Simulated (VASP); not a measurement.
# FH in VASP: single point with PBEsol

Aim: the single point of FH with PBEsol.

Program: VASP 6.6.1. These are calculated values, not measurements. Logs are shortened: lines on timing, memory, paths and dates and some standing lists are left out, and cuts for length are marked.

## Step 1: The cell of the first run

The cell holds a molecule in a box, 2 atoms: a = 15.000 Å, b = 15.500 Å, c = 16.000 Å, α = 90.00°, β = 90.00°, γ = 90.00°.

## Step 2: Single point, PBEsol

The input, INCAR:

```
SYSTEM = HF
PREC = Accurate
ENCUT = 520
EDIFF = 1E-7
ISMEAR = 0
SIGMA = 0.005
LREAL = .False.
LASPH = .True.
NELM = 80
ALGO = Normal
ISIF = 2
LWAVE = .False.
LCHARG = .True.
GGA = PS
LELF = .True.
LVHAR = .True.
NBANDS = 11
ISYM = 0
```

The input, KPOINTS:

```
Automatic mesh
0
Gamma
  1 1 1
  0 0 0
```

The input, POSCAR:

```
HF
1.0
   15.0000000000      0.0000000000      0.0000000000
    0.0000000000     15.5000000000      0.0000000000
    0.0000000000      0.0000000000     16.0000000000
F H
1 1
Direct
    0.4750124421      0.4989735950      0.4826843889
    0.5249875579      0.5010264050      0.5173156111
```

Potentials or basis: VASP PAW PBE potentials, release 64 (F, H).

Command:

```
cat potpaw_PBE.64/F/POTCAR potpaw_PBE.64/H/POTCAR > POTCAR
mpirun -np 1 vasp_gam > vasp.out
```

OUTCAR:

```text
SYSTEM = HF
   PREC = Accurate
   ENCUT = 520
   EDIFF = 1E-7
   ISMEAR = 0
   LREAL = .False.
   LASPH = .True.
   NELM = 80
   ISIF = 2
   GGA = PS
   ISYM = 0

 ion  position               nearest neighbor table
   1  0.475  0.499  0.483-   2 0.93
   2  0.525  0.501  0.517-   1 0.93

IMPORTANT INFORMATION: All symmetrisations will be switched off!
NOSYMM: (Re-)initialisation of all symmetry stuff for point group C_1.

----------------------------------------------------------------------------------------

                                     Primitive cell

  volume of cell :    3720.0000

  direct lattice vectors                    reciprocal lattice vectors
    15.000000000  0.000000000  0.000000000     0.066666667  0.000000000  0.000000000
     0.000000000 15.500000000  0.000000000     0.000000000  0.064516129  0.000000000
     0.000000000  0.000000000 16.000000000     0.000000000  0.000000000  0.062500000

  length of vectors
    15.000000000 15.500000000 16.000000000     0.066666667  0.064516129  0.062500000

  position of ions in fractional coordinates (direct lattice)
     0.475012442  0.498973595  0.482684389
     0.524987558  0.501026405  0.517315611

  ion indices of the primitive-cell ions
   primitive index   ion index
                 1           1
                 2           2

----------------------------------------------------------------------------------------

 KPOINTS: Automatic mesh

Automatic generation of k-mesh.
 Grid dimensions read from file:
 generate k-points for:    1    1    1

 Generating k-lattice:

  Cartesian coordinates                     Fractional coordinates (reciprocal lattice)
     0.066666667  0.000000000  0.000000000     1.000000000  0.000000000  0.000000000
     0.000000000  0.064516129  0.000000000     0.000000000  1.000000000  0.000000000
     0.000000000  0.000000000  0.062500000     0.000000000  0.000000000  1.000000000

  Length of vectors
     0.066666667  0.064516129  0.062500000

  Shift w.r.t. Gamma in fractional coordinates (k-lattice)
     0.000000000  0.000000000  0.000000000

 Subroutine IBZKPT returns following result:
 ===========================================

 Found      1 irreducible k-points:

 Following reciprocal coordinates:
            Coordinates               Weight
  0.000000  0.000000  0.000000      1.000000
   k-points           NKPTS =      1   k-points in BZ     NKDIM =      1   number of bands    NBANDS=     11
   number of dos      NEDOS =    301   number of ions     NIONS =      2
   total plane-waves  NPLWV = ******
   dimension x,y,z NGX =   112 NGY =  120 NGZ =  120
   dimension x,y,z NGXF=   224 NGYF=  240 NGZF=  240
   ions per type =               1   1
   NGX,Y,Z   is equivalent  to a cutoff of  12.41, 12.87, 12.47 a.u.
   NGXF,Y,Z  is equivalent  to a cutoff of  24.83, 25.74, 24.94 a.u.
 SYSTEM =  HF
   PREC   = accura    normal or accurate (medium, high low for compatibility)
   ISTART =      0    job   : 0-new  1-cont  2-samecut
   ICHARG =      2    charge: 1-file 2-atom 10-const
   ISPIN  =      1    spin polarized calculation?
   LNONCOLLINEAR =      F non collinear calculations
   LSORBIT =      F    spin-orbit coupling
   LASPH  =      T    aspherical Exc in radial PAW
   ENCUT  =  520.0 eV  38.22 Ry    6.18 a.u.  27.89 28.82 29.75*2*pi/ulx,y,z
   NELM   =     80;   NELMIN=  2; NELMDL= -5     # of ELM steps
   EDIFF  = 0.1E-06   stopping-criterion for ELM
   LREAL  =      F    real-space projection
   EDIFFG = 0.1E-05   stopping-criterion for IOM
   NSW    =      0    number of steps for IOM
   IBRION =     -1    ionic relax: 0-MD 1-quasi-New 2-CG
   NFREE  =      0    steps in history (QN), initial steepest desc. (CG)
   ISIF   =      2    stress and relaxation
   ISYM   =      0    0-nonsym 1-usesym 2-fastsym
   POTIM  = 0.5000    time-step for ionic-motion
   TEBEG  =    0.0;   TEEND  =   0.0 temperature during run
   PSTRESS=    0.0 pullay stress
   NELECT =       8.0000    total number of electrons
   NUPDOWN=      -1.0000    fix difference up-down
   EMIN   =  10.00;   EMAX   =-10.00  energy-range for DOS
   EFERMI =   0.00;   METHOD = LEGACY
   ISMEAR =     0;   SIGMA  =   0.01  broadening in eV -4-tet -1-fermi 0-gaus
   EFERMI_NEDOS =   21; number of points for ismear=-14 and -15
   IALGO  =     38    algorithm
   IMIX   =      4    mixing-type and parameters
     AMIX     =   0.40;   BMIX     =  1.00
     AMIX_MAG =   1.60;   BMIX_MAG =  1.00
  volume/ion in A,a.u.               =    1860.00     12551.90
  Fermi-wavevector in a.u.,A,eV,Ry     =   0.211312  0.399321  0.607537  0.044653
  Thomas-Fermi vector in A             =   0.980203
   LORBIT       =      0    0 simple, 1 ext, 2 COOP (PROOUT), +10 PAW based schemes
   GGA     = PS    functional components
   LHFCALC =     F    Hartree Fock is set to
   AEXX    =    0.0000 exact exchange contribution
   IVDW    =     0    specifies the selected vdW correction
   LEPSILON=     F    determine dielectric tensor
   LRPA    =     F    only Hartree local field effects (RPA)
 non-spin polarized calculation
 Gauss-broadening in eV      SIGMA  =   0.01
  energy-cutoff  :      520.00
  volume of cell :     3720.00
 maximum number of plane-waves:     50071
 NGX is ok and might be reduce to   112
   NGX = 55   NGY = 57   NGZ = 59

 number of electron       8.0000000 magnetization

 Free energy of the ion-electron system (eV)
  ---------------------------------------------------
  ext. energy  EPLUGINS =         0.00000000
  ---------------------------------------------------
  free energy    TOTEN  =        -7.94617680 eV

  energy without entropy =       -7.94617680  energy(sigma->0) =       -7.94617680

 E-fermi :  -9.4435     XC(G=0):  -0.1255

 val. band max:       -9.5251652297   @ k =   0.0000   0.0000   0.0000
 cond. band min:      -0.9197326324   @ k =   0.0000   0.0000   0.0000
 fundamental gap:      8.6054325973
 Fermi energy:        -9.4435376634

 k-point     1 :       0.0000    0.0000    0.0000
  band No.  band energies     occupation
      1     -29.8832      2.00000
      2     -13.2644      2.00000
      3      -9.5252      2.00000
      4      -9.5252      2.00000
      5      -0.9197      0.00000
      6       0.0790      0.00000
      7       0.5183      0.00000
      8       0.5461      0.00000
      9       0.5913      0.00000
     10       0.6011      0.00000
     11       0.6427      0.00000

------------------------ aborting loop because EDIFF is reached ----------------------------------------

  FORCE on cell =-STRESS in cart. coord.  units (eV):
  Direction    XX          YY          ZZ          XY          YZ          ZX
  --------------------------------------------------------------------------------------
  -------------------------------------------------------------------------------------
  Total        0.1352892     -0.0652827      0.0443310      0.0088202      0.0062852      0.1516533
  in kB        0.0582681     -0.0281168      0.0190931      0.0037988      0.0027070      0.0653160
  external PRESSURE =       0.0164148 kB  Pullay stress =       0.0000000 kB

 VOLUME and BASIS-vectors are now :
 -----------------------------------------------------------------------------
  energy-cutoff  :      520.00
  volume of cell :     3720.00
      direct lattice vectors                 reciprocal lattice vectors
    15.000000000  0.000000000  0.000000000     0.066666667  0.000000000  0.000000000
     0.000000000 15.500000000  0.000000000     0.000000000  0.064516129  0.000000000
     0.000000000  0.000000000 16.000000000     0.000000000  0.000000000  0.062500000

 POSITION                                       TOTAL-FORCE (eV/Angst)
 -----------------------------------------------------------------------------------
      7.12519      7.73409      7.72295        -0.266623     -0.011347     -0.197945
      7.87481      7.76591      8.27705         0.266623      0.011347      0.197945
 -----------------------------------------------------------------------------------
    total drift:                                0.000780     -0.000091     -0.001617

  FREE ENERGIE OF THE ION-ELECTRON SYSTEM (eV)
  ---------------------------------------------------
  free  energy   TOTEN  =        -7.9461767999 eV

  energy  without entropy=       -7.9461767999  energy(sigma->0) =       -7.94617680
```

Run time: 4.7 min. Hardware: 1 thread of Intel Xeon Platinum 8259CL at 2.50GHz (Skylake/Cascade Lake), shared host; peak memory 2.1 GiB.

Results:

```yaml
Free_energy: -7.9462 eV
Largest_force: 0.332 eV/Å
Gap_between_the_frontier_levels: 8.61 eV
```

Forces on the atoms (eV/Å):
```
F   -0.267 -0.011 -0.198
H    0.267  0.011  0.198
```

Caveat: the PAW data sets were made with another functional, which shifts forces and pressure a little.
